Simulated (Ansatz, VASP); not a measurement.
**One calculation of Rb, two programs**

```
CELL_PARAMETERS angstrom
2.76269 -8.53950 0.00000
2.76269 8.53950 0.00000
0.00000 0.00000 7.51160
ATOMIC_POSITIONS crystal
Rb 0.13365 0.86635 0.99873
Rb 0.63365 0.36635 0.50127
Rb 0.86635 0.13365 0.00127
Rb 0.36635 0.63365 0.49873
```

Alike in both runs: functional PBEsol; k mesh 4 × 4 × 4; occupations gaussian, width 0.1 eV; no spin polarisation.

Ansatz relaxed the structure, and its values are those at the end. VASP's run is a single point on that final structure, the one shown.

|  | VASP | Ansatz |
| --- | --- | --- |
| version | VASP 6.6.1 | Ansatz 0.2.0 |
| potentials or method | VASP PAW PBE potentials, release 64 (Rb_sv), cutoff 520 eV | scalar-relativistic, plane waves, PAW |
| valence electrons in the cell | 36 | 36 |

|  | VASP | Ansatz | Ansatz less VASP |
| --- | --- | --- | --- |
| gap on the k mesh at the Fermi level (eV) | none | none | - |
| pressure (GPa) | 0.0 | 0.0 | 0.00 |
| rms of the force components (eV/Å) | 0.005 | 0.005 | 0.0000 |

VASP's potentials were made for PBE, not for PBEsol. A gap of «none» marks a metal or a gap that the smearing closes.
